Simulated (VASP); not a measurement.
# SiMo3 (R3c) in VASP: notebook

Runs on SiMo3. Level: PBE. Tasks: single point.

Program: VASP 6.6.1. These are calculated values, not measurements. Logs are shortened: lines on timing, memory, paths and dates and some standing lists are left out, and cuts for length are marked.

### Step 1. The cell of the first run

It takes space group R3c (No. 161, trigonal). The conventional cell has a = 6.939 Å, b = 6.939 Å, c = 8.498 Å, α = 90.00°, β = 90.00°, γ = 120.00°. Within 3.5 Å of Si (site symmetry 3) lie 12 Mo at 2.69 to 2.80 Å. Mo (site symmetry 1) has 10 Mo at 2.45 to 3.00 Å and 4 Si at 2.69 to 2.80 Å within 3.2 Å.

### Step 2. Single point, PBE (all Si atoms moved +0.075 Å, as atom 1 along Cartesian [1 1 1])

Contents of INCAR:

```
PREC = Accurate ; ENCUT = 520
EDIFF = 1E-6 ; ISMEAR = 0
SIGMA = 0.15 ; LREAL = False
LASPH = True ; NELM = 80
ALGO = Fast ; ISIF = 2
LWAVE = False ; LCHARG = False
GGA = PE ; NBANDS = 56
```

Contents of KPOINTS:

```
regular mesh
0
Gamma
  8 8 8
```

Contents of POSCAR:

```
SiMo3
1.0
    4.9064535172      0.0000000000      0.0000000000
    0.0000000000      4.9064535172      0.0000000000
    0.0000000000      0.0000000000      4.9064535172
Si Mo
2 6
Direct
    0.0088253705      0.0088253705      0.0088253705
    0.5088253705      0.5088253705      0.5088253705
    0.2500000000      0.0000000000      0.5000000000
    0.5000000000      0.7500000000      0.0000000000
    0.7500000000      0.0000000000      0.5000000000
    0.5000000000      0.2500000000      0.0000000000
    0.0000000000      0.5000000000      0.7500000000
    0.0000000000      0.5000000000      0.2500000000
```

Potentials or basis: VASP PAW PBE potentials, release 64 (Si, Mo_sv).

The run is started by

```console
cat potpaw_PBE.64/Si/POTCAR potpaw_PBE.64/Mo_sv/POTCAR > POTCAR
mpirun -np 1 vasp_std > vasp.out
```

OUTCAR:

```text
PREC = Accurate
   ENCUT = 520
   EDIFF = 1E-6
   ISMEAR = 0
   LREAL = False
   LASPH = True
   NELM = 80
   ISIF = 2
   GGA = PE

 ion  position               nearest neighbor table
   1  0.009  0.009  0.009-   3 2.69   6 2.69   8 2.69   4 2.72   7 2.72   5 2.72   3 2.76   8 2.76
                             6 2.76   5 2.80   4 2.80   7 2.80
   2  0.509  0.509  0.509-   4 2.69   5 2.69   7 2.69   6 2.72   3 2.72   8 2.72   4 2.76   5 2.76
                             7 2.76   6 2.80   3 2.80   8 2.80
   3  0.250  0.000  0.500-   5 2.45   5 2.45   1 2.69   2 2.72   1 2.76   2 2.80   6 3.00   7 3.00
                             8 3.00   4 3.00   6 3.00   7 3.00   8 3.00   4 3.00
   4  0.500  0.750  0.000-   6 2.45   6 2.45   2 2.69   1 2.72   2 2.76   1 2.80   3 3.00   7 3.00
                             8 3.00   3 3.00   5 3.00   5 3.00   7 3.00   8 3.00
   5  0.750  0.000  0.500-   3 2.45   3 2.45   2 2.69   1 2.72   2 2.76   1 2.80   6 3.00   7 3.00
                             8 3.00   4 3.00   6 3.00   7 3.00   8 3.00   4 3.00
   6  0.500  0.250  0.000-   4 2.45   4 2.45   1 2.69   2 2.72   1 2.76   2 2.80   5 3.00   7 3.00
                             8 3.00   3 3.00   5 3.00   3 3.00   7 3.00   8 3.00
   7  0.000  0.500  0.750-   8 2.45   8 2.45   2 2.69   1 2.72   2 2.76   1 2.80   5 3.00   6 3.00
                             3 3.00   4 3.00   3 3.00   5 3.00   4 3.00   6 3.00
   8  0.000  0.500  0.250-   7 2.45   7 2.45   1 2.69   2 2.72   1 2.76   2 2.80   5 3.00   6 3.00
                             3 3.00   4 3.00   3 3.00   5 3.00   4 3.00   6 3.00

  LATTYP: Found a simple cubic cell.
 ALAT       =     4.9064535172

  Lattice vectors:

 A1 = (   4.9064535172,   0.0000000000,   0.0000000000)
 A2 = (   0.0000000000,   4.9064535172,   0.0000000000)
 A3 = (   0.0000000000,   0.0000000000,   4.9064535172)

Analysis of symmetry for initial positions (statically):
=====================================================================
 Subroutine PRICEL returns:
 Original cell was already a primitive cell.

 Routine SETGRP: Setting up the symmetry group for a
 simple cubic supercell.

 Subroutine GETGRP returns: Found  6 space group operations
 (whereof  3 operations were pure point group operations)
 out of a pool of 48 trial point group operations.

The static configuration has the point symmetry C_3 .
 The point group associated with its full space group is C_3v.

Analysis of symmetry for dynamics (positions and initial velocities):
=====================================================================
 Subroutine PRICEL returns:
 Original cell was already a primitive cell.

 Routine SETGRP: Setting up the symmetry group for a
 simple cubic supercell.

 Subroutine GETGRP returns: Found  6 space group operations
 (whereof  3 operations were pure point group operations)
 out of a pool of 48 trial point group operations.

The dynamic configuration has the point symmetry C_3 .
 The point group associated with its full space group is C_3v.

 Subroutine INISYM returns: Found  6 space group operations
 (whereof  3 operations are pure point group operations),
 and found     1 'primitive' translations

----------------------------------------------------------------------------------------

                                     Primitive cell

  volume of cell :     118.1145

  direct lattice vectors                    reciprocal lattice vectors
     4.906453517  0.000000000  0.000000000     0.203813202  0.000000000  0.000000000
     0.000000000  4.906453517  0.000000000     0.000000000  0.203813202  0.000000000
     0.000000000  0.000000000  4.906453517     0.000000000  0.000000000  0.203813202

  length of vectors
     4.906453517  4.906453517  4.906453517     0.203813202  0.203813202  0.203813202

  position of ions in fractional coordinates (direct lattice)
     0.008825370  0.008825370  0.008825370
     0.508825370  0.508825370  0.508825370
     0.250000000  0.000000000  0.500000000
     0.500000000  0.750000000  0.000000000
     0.750000000  0.000000000  0.500000000
     0.500000000  0.250000000  0.000000000
     0.000000000  0.500000000  0.750000000
     0.000000000  0.500000000  0.250000000

  ion indices of the primitive-cell ions
   primitive index   ion index
                 1           1
                 2           2
                 3           3
                 4           4
                 5           5
                 6           6
                 7           7
                 8           8

----------------------------------------------------------------------------------------

 KPOINTS: regular mesh

Automatic generation of k-mesh.
 Grid dimensions read from file:
 generate k-points for:    8    8    8

 Generating k-lattice:

  Cartesian coordinates                     Fractional coordinates (reciprocal lattice)
     0.025476650  0.000000000  0.000000000     0.125000000  0.000000000  0.000000000
     0.000000000  0.025476650  0.000000000     0.000000000  0.125000000  0.000000000
     0.000000000  0.000000000  0.025476650     0.000000000  0.000000000  0.125000000

  Length of vectors
     0.025476650  0.025476650  0.025476650

  Shift w.r.t. Gamma in fractional coordinates (k-lattice)
     0.000000000  0.000000000  0.000000000

 Subroutine IBZKPT returns following result:
 ===========================================

 Found     65 irreducible k-points:

 Following reciprocal coordinates:
            Coordinates               Weight
  0.000000  0.000000  0.000000      1.000000
  0.125000  0.000000  0.000000      6.000000
  0.250000  0.000000  0.000000      6.000000
  0.375000  0.000000  0.000000      6.000000
  0.500000  0.000000  0.000000      3.000000
  0.125000  0.125000  0.000000      6.000000
[... 16 lines left out ...]
 -0.125000  0.125000  0.125000      6.000000
  0.250000  0.125000  0.125000      6.000000
 [... further k-points ...]
   k-points           NKPTS =     65   k-points in BZ     NKDIM =     65   number of bands    NBANDS=     56
   number of dos      NEDOS =    301   number of ions     NIONS =      8
   total plane-waves  NPLWV =  46656
   dimension x,y,z NGX =    36 NGY =   36 NGZ =   36
   dimension x,y,z NGXF=    72 NGYF=   72 NGZF=   72
   ions per type =               2   6
   NGX,Y,Z   is equivalent  to a cutoff of  12.20, 12.20, 12.20 a.u.
   NGXF,Y,Z  is equivalent  to a cutoff of  24.40, 24.40, 24.40 a.u.
 SYSTEM =  unknown system
   PREC   = accura    normal or accurate (medium, high low for compatibility)
   ISTART =      0    job   : 0-new  1-cont  2-samecut
   ICHARG =      2    charge: 1-file 2-atom 10-const
   ISPIN  =      1    spin polarized calculation?
   LNONCOLLINEAR =      F non collinear calculations
   LSORBIT =      F    spin-orbit coupling
   LASPH  =      T    aspherical Exc in radial PAW
   ENCUT  =  520.0 eV  38.22 Ry    6.18 a.u.   9.12  9.12  9.12*2*pi/ulx,y,z
   NELM   =     80;   NELMIN=  2; NELMDL= -5     # of ELM steps
   EDIFF  = 0.1E-05   stopping-criterion for ELM
   LREAL  =      F    real-space projection
[... 7 lines left out ...]
   TEBEG  =    0.0;   TEEND  =   0.0 temperature during run
   PSTRESS=    0.0 pullay stress
   NELECT =      92.0000    total number of electrons
   NUPDOWN=      -1.0000    fix difference up-down
   EMIN   =  10.00;   EMAX   =-10.00  energy-range for DOS
   EFERMI =   0.00;   METHOD = LEGACY
   ISMEAR =     0;   SIGMA  =   0.15  broadening in eV -4-tet -1-fermi 0-gaus
   EFERMI_NEDOS =   21; number of points for ismear=-14 and -15
   IALGO  =     68    algorithm
   IMIX   =      4    mixing-type and parameters
     AMIX     =   0.40;   BMIX     =  1.00
     AMIX_MAG =   1.60;   BMIX_MAG =  1.00
  volume/ion in A,a.u.               =      14.76        99.63
  Fermi-wavevector in a.u.,A,eV,Ry     =   1.506271  2.846439 30.869606  2.268852
  Thomas-Fermi vector in A             =   2.617010
   LORBIT       =      0    0 simple, 1 ext, 2 COOP (PROOUT), +10 PAW based schemes
   GGA     = PE    functional components
   LHFCALC =     F    Hartree Fock is set to
   AEXX    =    0.0000 exact exchange contribution
   IVDW    =     0    specifies the selected vdW correction
   LEPSILON=     F    determine dielectric tensor
   LRPA    =     F    only Hartree local field effects (RPA)
 non-spin polarized calculation
 RMM-DIIS sequential band-by-band and
 Gauss-broadening in eV      SIGMA  =   0.15
  energy-cutoff  :      520.00
  volume of cell :      118.11
 maximum number of plane-waves:      3197
   NGX = 19   NGY = 19   NGZ = 19

 number of electron      91.9999974 magnetization

 Free energy of the ion-electron system (eV)
  ---------------------------------------------------
  ext. energy  EPLUGINS =         0.00000000
  ---------------------------------------------------
  free energy    TOTEN  =       -78.96299110 eV

  energy without entropy =      -78.91424907  energy(sigma->0) =      -78.93862008

 E-fermi :  12.6015     XC(G=0): -13.0546

 val. band max:       12.5999997895   @ k =   0.5000   0.2500   0.0000
 cond. band min:      12.6147614138   @ k =  -0.3750   0.3750   0.0000
 fundamental gap:      0.0147616244
 Fermi energy:        12.6015241724

 k-point     1 :       0.0000    0.0000    0.0000
  band No.  band energies     occupation
      1     -48.6767      2.00000
      2     -48.5663      2.00000
      3     -48.5663      2.00000
      4     -48.2478      2.00000
      5     -48.2478      2.00000
      6     -48.2478      2.00000
[... 48 lines left out ...]
     55      15.2905      0.00000
     56      15.2909      0.00000

 k-point     2 :       0.1250    0.0000    0.0000
  band No.  band energies     occupation
      1     -48.6698      2.00000
      2     -48.5695      2.00000
      3     -48.5574      2.00000
      4     -48.2615      2.00000
      5     -48.2478      2.00000
      6     -48.2478      2.00000
[... 48 lines left out ...]
     55      15.3163      0.00000
     56      15.3635      0.00000

 k-point     3 :       0.2500    0.0000    0.0000
  band No.  band energies     occupation
      1     -48.6525      2.00000
      2     -48.5787      2.00000
      3     -48.5295      2.00000
      4     -48.3001      2.00000
      5     -48.2478      2.00000
      6     -48.2478      2.00000
[... 1172 lines left out ...]
 k-point    23 :      -0.1250    0.1250    0.1250
  band No.  band energies     occupation
      1     -48.6556      2.00000
      2     -48.5578      2.00000
      3     -48.5578      2.00000
      4     -48.2627      2.00000
      5     -48.2627      2.00000
      6     -48.2591      2.00000
[... 48 lines left out ...]
     55      15.1324      0.00000
     56      15.3028      0.00000

 k-point    24 :       0.2500    0.1250    0.1250
  band No.  band energies     occupation
      1     -48.6378      2.00000
      2     -48.5665      2.00000
      3     -48.5307      2.00000
      4     -48.3006      2.00000
      5     -48.2624      2.00000
      6     -48.2604      2.00000
[... 48 lines left out ...]
     55      15.0060      0.00000
     56      15.7542      0.00000

 [... further k-points ...]

------------------------ aborting loop because EDIFF is reached ----------------------------------------

  FORCE on cell =-STRESS in cart. coord.  units (eV):
  Direction    XX          YY          ZZ          XY          YZ          ZX
  --------------------------------------------------------------------------------------
  -------------------------------------------------------------------------------------
  Total        0.5411781      0.5411781      0.5411781      0.0459477      0.0459477      0.0459477
  in kB        7.3408727      7.3408727      7.3408727      0.6232628      0.6232628      0.6232628
  external PRESSURE =       7.3408727 kB  Pullay stress =       0.0000000 kB

 VOLUME and BASIS-vectors are now :
 -----------------------------------------------------------------------------
  energy-cutoff  :      520.00
  volume of cell :      118.11
      direct lattice vectors                 reciprocal lattice vectors
     4.906453517  0.000000000  0.000000000     0.203813202  0.000000000  0.000000000
     0.000000000  4.906453517  0.000000000     0.000000000  0.203813202  0.000000000
     0.000000000  0.000000000  4.906453517     0.000000000  0.000000000  0.203813202

 POSITION                                       TOTAL-FORCE (eV/Angst)
 -----------------------------------------------------------------------------------
      0.04330      0.04330      0.04330        -0.373849     -0.373849     -0.373849
      2.49653      2.49653      2.49653        -0.373849     -0.373849     -0.373849
      1.22661      0.00000      2.45323         0.057569      0.140343      0.175936
      2.45323      3.67984      0.00000         0.140343      0.057569      0.175936
      3.67984      0.00000      2.45323         0.057569      0.175936      0.140343
      2.45323      1.22661      0.00000         0.175936      0.057569      0.140343
      0.00000      2.45323      3.67984         0.175936      0.140343      0.057569
      0.00000      2.45323      1.22661         0.140343      0.175936      0.057569
 -----------------------------------------------------------------------------------
    total drift:                               -0.000053     -0.000053     -0.000053

  FREE ENERGIE OF THE ION-ELECTRON SYSTEM (eV)
  ---------------------------------------------------
  free  energy   TOTEN  =       -78.9629910997 eV

  energy  without entropy=      -78.9142490687  energy(sigma->0) =      -78.93862008
```

Run time: 6.9 min. Hardware: 1 thread of Oxide Virtual Turin-like, shared host; peak memory 0.38 GiB.

What came out:

```
Free energy            : -78.9630 eV
Pressure               : 0.7 GPa
Largest force          : 0.648 eV/Å
Band gap on the k mesh : zero (bands 46 and 47 overlap by 2.41 eV)
```

Forces on the atoms (eV/Å):
```
Si  -0.374 -0.374 -0.374
Si  -0.374 -0.374 -0.374
Mo   0.058  0.140  0.176
Mo   0.140  0.058  0.176
Mo   0.058  0.176  0.140
Mo   0.176  0.058  0.140
Mo   0.176  0.140  0.058
Mo   0.140  0.176  0.058
```

Stress tensor (GPa, compression positive):
```
0.73 0.06 0.06
0.06 0.73 0.06
0.06 0.06 0.73
```

Caveat: the cell differs from its parent crystal (all Si atoms moved +0.075 Å, as atom 1 along Cartesian [1 1 1]).

### Step 3. Single point, PBE (all Si atoms moved +0.025 Å, as atom 1 along Cartesian [1 1 1])

Contents of INCAR:

```
SYSTEM = SiMo3
  ALGO = Fast
  EDIFF = 1E-6
  ENCUT = 520
  GGA = PE
  ISIF = 2
  ISMEAR = 0
  LASPH = .TRUE.
  LCHARG = .FALSE.
  LREAL = .FALSE.
  LWAVE = .FALSE.
  NBANDS = 56
  NELM = 80
  PREC = Accurate
  SIGMA = 0.15
```

Contents of KPOINTS:

```
k-points
0
G
  8 8 8
  0 0 0
```

Changes to POSCAR since step 2:

```diff
@@ -8,4 +8,4 @@
 Direct
-    0.0088253705      0.0088253705      0.0088253705
-    0.5088253705      0.5088253705      0.5088253705
+    0.0029417902      0.0029417902      0.0029417902
+    0.5029417902      0.5029417902      0.5029417902
     0.2500000000      0.0000000000      0.5000000000
```

Potentials or basis: VASP PAW PBE potentials, release 64 (Si, Mo_sv).

The run is started by

```console
cat potpaw_PBE.64/Si/POTCAR potpaw_PBE.64/Mo_sv/POTCAR > POTCAR
mpirun -np 1 vasp_std > vasp.out
```

Run time: 4.6 min. Hardware: 1 thread of Oxide Virtual Turin-like, shared host; peak memory 0.38 GiB.

It converged, with:

* Free energy: -79.0061 eV
* Pressure: 0.5 GPa
* Largest force: 0.215 eV/Å
* Band gap on the k mesh: zero (bands 46 and 47 overlap by 2.43 eV)

Forces on the atoms (eV/Å):
```
Si  -0.124 -0.124 -0.124
Si  -0.124 -0.124 -0.124
Mo   0.019  0.051  0.055
Mo   0.051  0.019  0.055
Mo   0.019  0.055  0.051
Mo   0.055  0.019  0.051
Mo   0.055  0.051  0.019
Mo   0.051  0.055  0.019
```

Levels at points of the mesh, in eV from the Fermi level:
```tsv
k point	band 42	band 43	band 44	band 45	band 46	band 47	band 48	band 49	band 50	band 51
(0.00, 0.00, 0.00)	-2.14	-1.55	-1.55	1.22	1.22	1.22	1.98	2.32	2.34	2.60
(0.50, 0.00, 0.00)	-2.42	-1.70	-1.70	0.22	0.22	0.92	0.92	1.48	1.48	1.57
(0.50, 0.50, 0.00)	-1.22	-1.09	-0.88	-0.88	-0.78	-0.68	-0.48	-0.13	0.22	0.84
(0.50, 0.50, 0.50)	-1.73	-1.20	-1.20	-1.20	-1.20	-1.20	-1.20	1.24	1.24	1.24
```

Caveat: the cell differs from its parent crystal (all Si atoms moved +0.025 Å, as atom 1 along Cartesian [1 1 1]).

### Step 4. Single point, PBE (all Si atoms moved -0.100 Å, as atom 1 along Cartesian [1 1 1])

Contents of INCAR:

```
PREC = Accurate
ENCUT = 520
EDIFF = 1E-7
ISMEAR = 0
SIGMA = 0.15
LREAL = False
LASPH = True
NELM = 60
ALGO = Fast
ISIF = 2
LWAVE = False
LCHARG = False
GGA = PE
NBANDS = 56
```

Contents of KPOINTS:

```
Automatic mesh
0
Gamma
  8 8 8
```

Changes to POSCAR since step 3:

```diff
@@ -8,4 +8,4 @@
 Direct
-    0.0029417902      0.0029417902      0.0029417902
-    0.5029417902      0.5029417902      0.5029417902
+   -0.0117671607     -0.0117671607     -0.0117671607
+    0.4882328393      0.4882328393      0.4882328393
     0.2500000000      0.0000000000      0.5000000000
```

The run is started by

```console
cat potpaw_PBE.64/Si/POTCAR potpaw_PBE.64/Mo_sv/POTCAR > POTCAR
mpirun -np 1 vasp_std > vasp.out
```

It took 11 min on 1 thread of Oxide Virtual Turin-like, shared host; peak memory 0.37 GiB.

It converged, with:

```
Free energy            : -78.9252 eV
Pressure               : 0.9 GPa
Largest force          : 0.867 eV/Å
Band gap on the k mesh : zero (bands 46 and 47 overlap by 2.40 eV)
```

Forces in eV/Å, atoms in the order of the input:
```
Si   0.500  0.500  0.500
Si   0.500  0.500  0.500
Mo  -0.078 -0.243 -0.180
Mo  -0.243 -0.078 -0.180
Mo  -0.078 -0.180 -0.243
Mo  -0.180 -0.078 -0.243
Mo  -0.180 -0.243 -0.078
Mo  -0.243 -0.180 -0.078
```

Stress tensor (GPa, compression positive):
```
0.91 0.11 0.11
0.11 0.91 0.11
0.11 0.11 0.91
```

Levels at points of the mesh, in eV from the Fermi level:
| k point | band 44 | band 45 | band 46 | band 47 | band 48 | band 49 |
| --- | --- | --- | --- | --- | --- | --- |
| (0.00, 0.00, 0.00) | -1.55 | 1.21 | 1.21 | 1.22 | 1.97 | 2.32 |
| (0.50, 0.00, 0.00) | -1.70 | 0.22 | 0.22 | 0.91 | 0.91 | 1.48 |
| (0.50, 0.50, 0.00) | -0.93 | -0.88 | -0.71 | -0.69 | -0.48 | -0.12 |
| (0.50, 0.50, 0.50) | -1.20 | -1.18 | -1.18 | -1.18 | -1.18 | 1.24 |

Caveat: the cell differs from its parent crystal (all Si atoms moved -0.100 Å, as atom 1 along Cartesian [1 1 1]).

### Step 5. The runs side by side

| cell | further INCAR settings | gap on the mesh (eV) | pressure (GPa) | largest force (eV/Å) |
| --- | --- | --- | --- | --- |
| as given, atomic positions A | ALGO = Fast; EDIFF = 1e-06; NBANDS = 56 | none | 0.7 | 0.65 |
| as given, atomic positions B | ALGO = Fast; EDIFF = 1e-06; NBANDS = 56 | none | 0.5 | 0.21 |
| as given, atomic positions C | ALGO = Fast; EDIFF = 1e-07; NBANDS = 56 | none | 0.9 | 0.87 |

Alike in all rows: task single point; level PBE; potentials or basis VASP PAW PBE potentials, release 64 (Si, Mo_sv); no spin polarisation; k mesh 8 × 8 × 8; cutoff (eV) 520; smearing gaussian 0.15 eV.

Total energies depend on the potentials used, so only differences within one code and one set of settings carry meaning.

The gap in the log of VASP goes by the Fermi energy; the results here count the filled bands.